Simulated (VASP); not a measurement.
# Cd (P6/mmm) in VASP: a series of runs, part 2 of 2

VASP 6.6.1.

### 5 Single point, RPBE (24.33 Å³/atom)

This run uses another cell than the first one, of 24.33 Å³/atom.

Contents of INCAR:

```
PREC = Accurate
ENCUT = 520
EDIFF = 1E-7
ISMEAR = -1
SIGMA = 0.1
LREAL = F
LASPH = T
NELM = 60
ALGO = Normal
ISIF = 2
LWAVE = F
LCHARG = F
GGA = RP
NBANDS = 25
```

Contents of KPOINTS:

```
Automatic mesh
0
Gamma
  8 8 11
```

Contents of POSCAR:

```
Cd
1.0
    5.1875773231      0.0000000000      0.0000000000
   -2.5937886615      4.4925737459      0.0000000000
    0.0000000000      0.0000000000      3.1313945002
Cd
3
Direct
    0.0000000000      1.0000000000      0.0000000000
    0.3333333333      0.6666666667      0.5000000000
    0.6666666667      0.3333333333      0.5000000000
```

Potentials or basis: VASP PAW PBE potentials, release 64 (Cd).

Started as:

```sh
cat potpaw_PBE.64/Cd/POTCAR > POTCAR
mpirun -np 1 vasp_std > vasp.out
```

OUTCAR:

```text
PREC = Accurate
   ENCUT = 520
   EDIFF = 1E-7
   ISMEAR = -1
   LREAL = F
   LASPH = T
   NELM = 60
   ISIF = 2
   GGA = RP

 ion  position               nearest neighbor table
   1  0.000  0.000  0.000-   2 3.38   3 3.38   2 3.38   3 3.38   2 3.38   2 3.38   3 3.38   3 3.38
                             3 3.38   3 3.38   2 3.38   2 3.38
   2  0.333  0.667  0.500-   3 3.00   3 3.00   3 3.00   1 3.38   1 3.38   1 3.38   1 3.38   1 3.38
                             1 3.38
   3  0.667  0.333  0.500-   2 3.00   2 3.00   2 3.00   1 3.38   1 3.38   1 3.38   1 3.38   1 3.38
                             1 3.38

  LATTYP: Found a hexagonal cell.
 ALAT       =     5.1875773231
 C/A-ratio  =     0.6036333157

  Lattice vectors:

 A1 = (   5.1875773231,   0.0000000000,   0.0000000000)
 A2 = (  -2.5937886615,   4.4925737459,   0.0000000000)
 A3 = (   0.0000000000,   0.0000000000,   3.1313945002)

Analysis of symmetry for initial positions (statically):
=====================================================================
 Subroutine PRICEL returns:
 Original cell was already a primitive cell.

 Routine SETGRP: Setting up the symmetry group for a
[... 168 lines left out ...]
  energy without entropy =       -0.89927782  energy(sigma->0) =       -0.91824197

 E-fermi :   2.2861     XC(G=0): -10.2867

 val. band max:        2.2840213545   @ k =   0.1250  -0.0000   0.0909
 cond. band min:       2.2876245036   @ k =   0.3750   0.2500   0.4545
 fundamental gap:      0.0036031492
 Fermi energy:         2.2860952549

 k-point     1 :       0.0000    0.0000    0.0000
  band No.  band energies     occupation
      1      -7.2205      2.00000
      2      -6.7838      2.00000
      3      -6.7567      2.00000
      4      -6.6660      2.00000
      5      -6.6660      2.00000
      6      -6.5082      2.00000
[... 661 lines left out ...]
     24      10.7081      0.00000
     25      11.4297      0.00000

 [... further k-points ...]

------------------------ aborting loop because EDIFF is reached ----------------------------------------

  FORCE on cell =-STRESS in cart. coord.  units (eV):
  Direction    XX          YY          ZZ          XY          YZ          ZX
  --------------------------------------------------------------------------------------
  -------------------------------------------------------------------------------------
  Total        0.6519386      0.6519386      0.6503407      0.0000000     -0.0000000     -0.0000000
  in kB       14.3126380     14.3126380     14.2775588      0.0000000     -0.0000000     -0.0000000
  external PRESSURE =      14.3009450 kB  Pullay stress =       0.0000000 kB

 VOLUME and BASIS-vectors are now :
 -----------------------------------------------------------------------------
  energy-cutoff  :      520.00
  volume of cell :       72.98
      direct lattice vectors                 reciprocal lattice vectors
     5.187577323  0.000000000  0.000000000     0.192768211  0.111294779  0.000000000
    -2.593788662  4.492573746  0.000000000     0.000000000  0.222589557  0.000000000
     0.000000000  0.000000000  3.131394500     0.000000000  0.000000000  0.319346540

 POSITION                                       TOTAL-FORCE (eV/Angst)
 -----------------------------------------------------------------------------------
      0.00000      0.00000      0.00000         0.000000     -0.000000      0.000000
     -0.00000      2.99505      1.56570        -0.000000      0.000000      0.000000
      2.59379      1.49752      1.56570         0.000000     -0.000000     -0.000000
 -----------------------------------------------------------------------------------
    total drift:                                0.000000     -0.000000      0.000000

  FREE ENERGIE OF THE ION-ELECTRON SYSTEM (eV)
  ---------------------------------------------------
  free  energy   TOTEN  =        -0.9372061244 eV

  energy  without entropy=       -0.8992778235  energy(sigma->0) =       -0.91824197
```

OSZICAR:

```text
N       E                     dE             d eps       ncg     rms          rms(c)
DAV:   1     0.280550979653E+03    0.28055E+03   -0.19315E+04  3008   0.142E+03
DAV:   2     0.651107507227E+01   -0.27404E+03   -0.26365E+03  3057   0.380E+02
DAV:   3    -0.961340466660E+00   -0.74724E+01   -0.74517E+01  3492   0.718E+01
DAV:   4    -0.976633726663E+00   -0.15293E-01   -0.15290E-01  3318   0.303E+00
DAV:   5    -0.976679048916E+00   -0.45322E-04   -0.45322E-04  3552   0.152E-01    0.440E+00
DAV:   6    -0.926581506830E+00    0.50098E-01   -0.19744E-01  3459   0.432E+00    0.352E+00
DAV:   7    -0.934116408809E+00   -0.75349E-02   -0.35441E-02  3324   0.151E+00    0.145E+00
DAV:   8    -0.936951471571E+00   -0.28351E-02   -0.56001E-03  3211   0.774E-01    0.113E-01
DAV:   9    -0.937161640827E+00   -0.21017E-03   -0.14193E-04  3585   0.918E-02    0.512E-02
DAV:  10    -0.937206183666E+00   -0.44543E-04   -0.57841E-05  3255   0.693E-02    0.479E-03
DAV:  11    -0.937206124431E+00    0.59235E-07   -0.20788E-07  2683   0.503E-03
   1 F= -.93720612E+00 E0= -.91824197E+00  d E =-.379283E-01
```

stdout:

```text
POSCAR found type information on POSCAR Cd
 POSCAR found :  1 types and       3 ions
 scaLAPACK will be used
 -----------------------------------------------------------------------------
|                                                                             |
|                                                                             |
|     You enforced a specific xc type in the INCAR file but a different       |
|     I HOPE YOU KNOW WHAT YOU ARE DOING!                                     |
|                                                                             |
 -----------------------------------------------------------------------------

 LDA part: xc-table for (Slater+PW92), standard interpolation
 POSCAR, INCAR and KPOINTS ok, starting setup
 FFT: planning ... GRIDC
 FFT: planning ... GRID_SOFT
 FFT: planning ... GRID
 WAVECAR not read
 entering main loop
```

Wall time 57 s (1 thread of Intel Xeon Platinum 8375C at 2.90GHz (Ice Lake), shared host); peak memory 0.23 GiB.

Results:

```
Free energy            : -0.9372 eV
Pressure               : 1.4 GPa
Band gap on the k mesh : zero (bands 18 and 19 overlap by 4.26 eV)
```

Caveat: the PAW data sets were made with another functional, which shifts forces and pressure a little.

### 6 Summary

| cell | k mesh | gap on the mesh (eV) | pressure (GPa) |
| --- | --- | --- | --- |
| a = 5.259, b = 5.259, c = 3.174 Å, angles 90.0, 90.0, 120.0°, 3 atoms | 7 × 7 × 10 | none | 0.1 |
| a = 5.039, b = 5.039, c = 3.042 Å, angles 90.0, 90.0, 120.0°, 3 atoms | 8 × 8 × 11 | none | 5.3 |
| a = 5.115, b = 5.115, c = 3.087 Å, angles 90.0, 90.0, 120.0°, 3 atoms | 8 × 8 × 11 | none | 3.1 |
| a = 5.188, b = 5.188, c = 3.131 Å, angles 90.0, 90.0, 120.0°, 3 atoms | 8 × 8 × 11 | none | 1.4 |

Alike in all rows: task single point; level RPBE; potentials or basis VASP PAW PBE potentials, release 64 (Cd); no spin polarisation; cutoff (eV) 520; smearing fermi-dirac 0.1 eV.

Caveats: the PAW data sets were made with another functional, which shifts forces and pressure a little; the cell stands under pressure (at least some runs).

Absolute energies hang on the potentials; compare differences alone.

The gap in the log of VASP goes by the Fermi energy; the results here count the filled bands.